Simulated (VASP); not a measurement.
# CdS (wurtzite type) (P6_3mc) in VASP: single point with PBE

Aim: the single point of CdS (wurtzite type) with PBE.

All numbers are computed with VASP 6.6.1; they aren't measurements. Logs are shortened: lines on timing, memory, paths and dates and some standing lists are left out, and cuts for length are marked.

## 1. The cell of the first run

Symmetry: P6_3mc, No. 186, hexagonal system. The conventional cell has a = 3.934 Å, b = 3.934 Å, c = 6.458 Å, α = 90.00°, β = 90.00°, γ = 120.00°. Within 3.2 Å of Cd (site symmetry 3m) lie 4 S at 2.41 Å. S (site symmetry 3m) has 4 Cd at 2.41 Å within 3.2 Å.

## 2. Single point, PBE

INCAR

```
PREC     = Accurate       # precision mode
ENCUT    = 520            # plane-wave cutoff, eV
EDIFF    = 1E-6           # SCF threshold, eV
ISMEAR   = -1             # smearing method
SIGMA    = 0.1            # smearing width, eV
LREAL    = F              # projectors in reciprocal space
LASPH    = T              # aspherical terms in the spheres
NELM     = 80             # most SCF steps
ALGO     = Normal         # electronic algorithm
ISIF     = 2              # what is computed and relaxed
LWAVE    = F              # write WAVECAR
LCHARG   = T              # write CHGCAR
GGA      = PE             # functional
LELF     = T              # ELF
LVHAR    = T            
NBANDS   = 26             # bands
```

KPOINTS

```
regular mesh
0
Gamma
  9 9 5
```

POSCAR

```
CdS
1.0
    3.9341968864      0.0000000000      0.0000000000
   -1.9670984432      3.4071144471      0.0000000000
    0.0000000000      0.0000000000      6.4575454464
Cd S
2 2
Direct
    0.3333333333      0.6666666667      0.0011682550
    0.6666666667      0.3333333333      0.5011682550
    0.3333333333      0.6666666667      0.3748317450
    0.6666666667      0.3333333333      0.8748317450
```

Potentials or basis: VASP PAW PBE potentials, release 64 (Cd, S).

Launch:

```bash
$ cat potpaw_PBE.64/Cd/POTCAR potpaw_PBE.64/S/POTCAR > POTCAR
$ mpirun -np 1 vasp_std > vasp.out
```

OUTCAR:

```text
PREC = Accurate
   ENCUT = 520
   EDIFF = 1E-6
   ISMEAR = -1
   LREAL = F
   LASPH = T
   NELM = 80
   ISIF = 2
   GGA = PE

 ion  position               nearest neighbor table
   1  0.333  0.667  0.001-   3 2.41   4 2.41   4 2.41   4 2.41
   2  0.667  0.333  0.501-   4 2.41   3 2.41   3 2.41   3 2.41
   3  0.333  0.667  0.375-   1 2.41   2 2.41   2 2.41   2 2.41
   4  0.667  0.333  0.875-   2 2.41   1 2.41   1 2.41   1 2.41

  LATTYP: Found a hexagonal cell.
 ALAT       =     3.9341968864
 C/A-ratio  =     1.6413884797

  Lattice vectors:

 A1 = (   3.9341968864,   0.0000000000,   0.0000000000)
 A2 = (  -1.9670984432,   3.4071144471,   0.0000000000)
 A3 = (   0.0000000000,   0.0000000000,   6.4575454464)

Analysis of symmetry for initial positions (statically):
=====================================================================
 Subroutine PRICEL returns:
 Original cell was already a primitive cell.

 Routine SETGRP: Setting up the symmetry group for a
 hexagonal supercell.

 Subroutine GETGRP returns: Found 12 space group operations
 (whereof  6 operations were pure point group operations)
 out of a pool of 24 trial point group operations.

The static configuration has the point symmetry C_3v.
 The point group associated with its full space group is C_6v.

Analysis of symmetry for dynamics (positions and initial velocities):
=====================================================================
 Subroutine PRICEL returns:
 Original cell was already a primitive cell.

 Routine SETGRP: Setting up the symmetry group for a
 hexagonal supercell.

 Subroutine GETGRP returns: Found 12 space group operations
 (whereof  6 operations were pure point group operations)
 out of a pool of 24 trial point group operations.

The dynamic configuration has the point symmetry C_3v.
 The point group associated with its full space group is C_6v.

 Subroutine INISYM returns: Found 12 space group operations
 (whereof  6 operations are pure point group operations),
 and found     1 'primitive' translations

----------------------------------------------------------------------------------------

                                     Primitive cell

  volume of cell :      86.5586

  direct lattice vectors                    reciprocal lattice vectors
     3.934196886  0.000000000  0.000000000     0.254181483  0.146751748  0.000000000
    -1.967098443  3.407114447  0.000000000     0.000000000  0.293503496  0.000000000
     0.000000000  0.000000000  6.457545446     0.000000000  0.000000000  0.154857602

  length of vectors
     3.934196886  3.934196886  6.457545446     0.293503496  0.293503496  0.154857602

  position of ions in fractional coordinates (direct lattice)
     0.333333333  0.666666667  0.001168255
     0.666666667  0.333333333  0.501168255
     0.333333333  0.666666667  0.374831745
     0.666666667  0.333333333  0.874831745

  ion indices of the primitive-cell ions
   primitive index   ion index
                 1           1
                 2           2
                 3           3
                 4           4

----------------------------------------------------------------------------------------

 KPOINTS: regular mesh

Automatic generation of k-mesh.
 Grid dimensions read from file:
 generate k-points for:    9    9    5

 Generating k-lattice:

  Cartesian coordinates                     Fractional coordinates (reciprocal lattice)
     0.028242387  0.016305750  0.000000000     0.111111111 -0.000000000  0.000000000
     0.000000000  0.032611500  0.000000000     0.000000000  0.111111111  0.000000000
     0.000000000  0.000000000  0.030971520     0.000000000  0.000000000  0.200000000

  Length of vectors
     0.032611500  0.032611500  0.030971520

  Shift w.r.t. Gamma in fractional coordinates (k-lattice)
     0.000000000  0.000000000  0.000000000

 Subroutine IBZKPT returns following result:
 ===========================================

 Found     36 irreducible k-points:

 Following reciprocal coordinates:
            Coordinates               Weight
  0.000000  0.000000  0.000000      1.000000
  0.111111  0.000000  0.000000      6.000000
  0.222222  0.000000  0.000000      6.000000
  0.333333  0.000000  0.000000      6.000000
  0.444444  0.000000  0.000000      6.000000
  0.111111  0.111111  0.000000      6.000000
[... 16 lines left out ...]
  0.333333  0.222222  0.200000     24.000000
  0.333333  0.333333  0.200000      4.000000
 [... further k-points ...]
   k-points           NKPTS =     36   k-points in BZ     NKDIM =     36   number of bands    NBANDS=     26
   number of dos      NEDOS =    301   number of ions     NIONS =      4
   total plane-waves  NPLWV =  43200
   dimension x,y,z NGX =    30 NGY =   30 NGZ =   48
   dimension x,y,z NGXF=    60 NGYF=   60 NGZF=   96
   ions per type =               2   2
   NGX,Y,Z   is equivalent  to a cutoff of  12.68, 12.68, 12.36 a.u.
   NGXF,Y,Z  is equivalent  to a cutoff of  25.35, 25.35, 24.71 a.u.
 SYSTEM =  unknown system
   PREC   = accura    normal or accurate (medium, high low for compatibility)
   ISTART =      0    job   : 0-new  1-cont  2-samecut
   ICHARG =      2    charge: 1-file 2-atom 10-const
   ISPIN  =      1    spin polarized calculation?
   LNONCOLLINEAR =      F non collinear calculations
   LSORBIT =      F    spin-orbit coupling
   LASPH  =      T    aspherical Exc in radial PAW
   ENCUT  =  520.0 eV  38.22 Ry    6.18 a.u.   7.31  7.31 12.01*2*pi/ulx,y,z
   NELM   =     80;   NELMIN=  2; NELMDL= -5     # of ELM steps
   EDIFF  = 0.1E-05   stopping-criterion for ELM
   LREAL  =      F    real-space projection
   EDIFFG = 0.1E-04   stopping-criterion for IOM
   NSW    =      0    number of steps for IOM
   IBRION =     -1    ionic relax: 0-MD 1-quasi-New 2-CG
   NFREE  =      0    steps in history (QN), initial steepest desc. (CG)
   ISIF   =      2    stress and relaxation
   ISYM   =      2    0-nonsym 1-usesym 2-fastsym
   POTIM  = 0.5000    time-step for ionic-motion
   TEBEG  =    0.0;   TEEND  =   0.0 temperature during run
   PSTRESS=    0.0 pullay stress
   NELECT =      36.0000    total number of electrons
   NUPDOWN=      -1.0000    fix difference up-down
   EMIN   =  10.00;   EMAX   =-10.00  energy-range for DOS
   EFERMI =   0.00;   METHOD = LEGACY
   ISMEAR =    -1;   SIGMA  =   0.10  broadening in eV -4-tet -1-fermi 0-gaus
   EFERMI_NEDOS =   21; number of points for ismear=-14 and -15
   IALGO  =     38    algorithm
   IMIX   =      4    mixing-type and parameters
     AMIX     =   0.40;   BMIX     =  1.00
     AMIX_MAG =   1.60;   BMIX_MAG =  1.00
  volume/ion in A,a.u.               =      21.64       146.03
  Fermi-wavevector in a.u.,A,eV,Ry     =   1.222003  2.309251 20.317459  1.493291
  Thomas-Fermi vector in A             =   2.357165
   LORBIT       =      0    0 simple, 1 ext, 2 COOP (PROOUT), +10 PAW based schemes
   GGA     = PE    functional components
   LHFCALC =     F    Hartree Fock is set to
   AEXX    =    0.0000 exact exchange contribution
   IVDW    =     0    specifies the selected vdW correction
   LEPSILON=     F    determine dielectric tensor
   LRPA    =     F    only Hartree local field effects (RPA)
 non-spin polarized calculation
  energy-cutoff  :      520.00
  volume of cell :       86.56
 maximum number of plane-waves:      2358
 NGX is ok and might be reduce to    30
   NGX = 15   NGY = 15   NGZ = 25

 number of electron      35.9999979 magnetization

 Free energy of the ion-electron system (eV)
  ---------------------------------------------------
  ext. energy  EPLUGINS =         0.00000000
  ---------------------------------------------------
  free energy    TOTEN  =       -11.55363948 eV

  energy without entropy =      -11.55362546  energy(sigma->0) =      -11.55363247

 E-fermi :   3.4793     XC(G=0):  -9.8030

 val. band max:        2.6140404083   @ k =   0.0000   0.0000   0.0000
 cond. band min:       4.1290185962   @ k =   0.0000   0.0000   0.0000
 fundamental gap:      1.5149781879
 Fermi energy:         3.4793434604

 k-point     1 :       0.0000    0.0000    0.0000
  band No.  band energies     occupation
      1     -10.7220      2.00000
      2     -10.1518      2.00000
      3      -5.7397      2.00000
      4      -5.7100      2.00000
      5      -5.7100      2.00000
      6      -5.5887      2.00000
[... 18 lines left out ...]
     25      10.2800      0.00000
     26      10.7273      0.00000

 k-point     2 :       0.1111    0.0000    0.0000
  band No.  band energies     occupation
      1     -10.6633      2.00000
      2     -10.1257      2.00000
      3      -5.7171      2.00000
      4      -5.6850      2.00000
      5      -5.6793      2.00000
      6      -5.5628      2.00000
[... 18 lines left out ...]
     25      10.5301      0.00000
     26      10.5964      0.00000

 k-point     3 :       0.2222    0.0000    0.0000
  band No.  band energies     occupation
      1     -10.5092      2.00000
      2     -10.0637      2.00000
      3      -5.6617      2.00000
      4      -5.6290      2.00000
      5      -5.5829      2.00000
      6      -5.4712      2.00000
[... 18 lines left out ...]
     25      10.6068      0.00000
     26      11.2333      0.00000

 k-point     4 :       0.3333    0.0000    0.0000
  band No.  band energies     occupation
      1     -10.3206      2.00000
      2     -10.0050      2.00000
      3      -5.6169      2.00000
      4      -5.5819      2.00000
      5      -5.4517      2.00000
      6      -5.3528      2.00000
[... 18 lines left out ...]
     25      10.9797      0.00000
     26      11.9389      0.00000

 k-point     5 :       0.4444    0.0000    0.0000
  band No.  band energies     occupation
      1     -10.1813      2.00000
      2      -9.9828      2.00000
      3      -5.6017      2.00000
      4      -5.5621      2.00000
      5      -5.3482      2.00000
      6      -5.2859      2.00000
[... 18 lines left out ...]
     25      11.1624      0.00000
     26      13.2796      0.00000

 k-point     6 :       0.1111    0.1111    0.0000
  band No.  band energies     occupation
      1     -10.5568      2.00000
      2     -10.0817      2.00000
      3      -5.6736      2.00000
      4      -5.6495      2.00000
      5      -5.6110      2.00000
      6      -5.5168      2.00000
[... 427 lines left out ...]
 k-point    21 :       0.4444    0.1111    0.2000
  band No.  band energies     occupation
      1     -10.1192      2.00000
      2      -9.9928      2.00000
      3      -5.5895      2.00000
      4      -5.5371      2.00000
      5      -5.3759      2.00000
      6      -5.3022      2.00000
[... 18 lines left out ...]
     25      11.1529      0.00000
     26      12.8180      0.00000

 k-point    22 :       0.2222    0.2222    0.2000
  band No.  band energies     occupation
      1     -10.2029      2.00000
      2     -10.0062      2.00000
      3      -5.5937      2.00000
      4      -5.5363      2.00000
      5      -5.3945      2.00000
      6      -5.3643      2.00000
[... 18 lines left out ...]
     25      10.7376      0.00000
     26      11.9592      0.00000

 k-point    23 :       0.3333    0.2222    0.2000
  band No.  band energies     occupation
      1     -10.0926      2.00000
      2      -9.9945      2.00000
      3      -5.5998      2.00000
      4      -5.4867      2.00000
      5      -5.3724      2.00000
      6      -5.3026      2.00000
[... 18 lines left out ...]
     25      11.4824      0.00000
     26      12.3491      0.00000

 k-point    24 :       0.3333    0.3333    0.2000
  band No.  band energies     occupation
      1     -10.0231      2.00000
      2     -10.0231      2.00000
      3      -5.6103      2.00000
      4      -5.4091      2.00000
      5      -5.4091      2.00000
      6      -5.2865      2.00000
[... 18 lines left out ...]
     25      12.1025      0.00000
     26      12.5771      0.00000

 [... further k-points ...]
[... 5 lines left out ...]
  --------------------------------------------------------------------------------------
  -------------------------------------------------------------------------------------
  Total        8.4510788      8.4510788      8.4674628      0.0000000      0.0000000      0.0000000
  in kB      156.4272648    156.4272648    156.7305269      0.0000000      0.0000000      0.0000000
  external PRESSURE =     156.5283522 kB  Pullay stress =       0.0000000 kB

 VOLUME and BASIS-vectors are now :
 -----------------------------------------------------------------------------
  energy-cutoff  :      520.00
  volume of cell :       86.56
      direct lattice vectors                 reciprocal lattice vectors
     3.934196886  0.000000000  0.000000000     0.254181483  0.146751748  0.000000000
    -1.967098443  3.407114447  0.000000000     0.000000000  0.293503496  0.000000000
     0.000000000  0.000000000  6.457545446     0.000000000  0.000000000  0.154857602

 POSITION                                       TOTAL-FORCE (eV/Angst)
 -----------------------------------------------------------------------------------
     -0.00000      2.27141      0.00754        -0.000000     -0.000000      0.001476
      1.96710      1.13570      3.23632        -0.000000      0.000000      0.001476
     -0.00000      2.27141      2.42049         0.000000     -0.000000     -0.001476
      1.96710      1.13570      5.64927        -0.000000      0.000000     -0.001476
 -----------------------------------------------------------------------------------
    total drift:                               -0.000000     -0.000000      0.000054

  FREE ENERGIE OF THE ION-ELECTRON SYSTEM (eV)
  ---------------------------------------------------
  free  energy   TOTEN  =       -11.5536394796 eV

  energy  without entropy=      -11.5536254566  energy(sigma->0) =      -11.55363247
```

It took 59 s on 1 thread of AMD EPYC 7R43 (Zen 3), shared host; peak memory 0.2 GiB.

What came out:

* Free energy: -11.5536 eV
* Pressure: 15.7 GPa
* Band gap on the k mesh: 1.51 eV, direct
